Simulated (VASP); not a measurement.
# BiTe: elastic constants with PBEsol

BiTe:

```
CELL_PARAMETERS angstrom
0.00000 3.19451 3.19451
3.19451 0.00000 3.19451
3.19451 3.19451 0.00000
ATOMIC_POSITIONS crystal
Bi 0.50000 0.50000 0.50000
Te 0.00000 0.00000 0.00000
```

```json
{
 "Program": "VASP 6.6.1",
 "Task": "elastic constants",
 "Functional": "PBEsol",
 "Potentials or basis": "VASP PAW PBE potentials, release 64 (Bi_d, Te)",
 "Cutoff": "600 eV",
 "k mesh": "8 × 8 × 8",
 "Occupations": "gaussian, width 0.05 eV",
 "Spin": "no spin polarisation",
 "Dipole correction": "no",
 "Ions in elastic constants": "relaxed",
 "Further INCAR settings": "ALGO = Normal; EDIFF = 1e-08; IBRION = 6; POTIM = 0.015; NSW = 1; ISIF = 3"
}
```

```
Elastic constants C11, C12, C44                         : 114, 25, -8 GPa
Voigt bulk modulus                                      : 54 GPa
Highest phonon frequency at Γ, LO-TO splitting left out : 114 cm⁻¹
```

Phonon frequencies in cm⁻¹ (negative: imaginary):
| q point | frequencies |
| --- | --- |
| (0.000, 0.000, 0.000) | 0 0 0 114 114 114 |

Elastic tensor in Voigt notation (GPa, in the Cartesian axes of the cell as first typed):
```
114  25  25   0   0   0
 25 114  25   0   0   0
 25  25 114   0   0   0
  0   0   0  -8   0   0
  0   0   0   0  -8   0
  0   0   0   0   0  -8
```

Clamped-ion elastic tensor (GPa):
```
114  25  25   0   0   0
 25 114  25   0   0   0
 25  25 114   0   0   0
  0   0   0  -8   0   0
  0   0   0   0  -8   0
  0   0   0   0   0  -8
```

Run time: 7 min on 1 thread of Intel(R) Xeon(R) 6975P-C (Granite Rapids), on a shared host, peak memory 0.43 GiB.

Caveat: the elastic tensor has a negative eigenvalue, so either the cell is unstable as it stands or the mesh is too thin; the PAW data sets were made with another functional, which shifts forces and pressure a little.
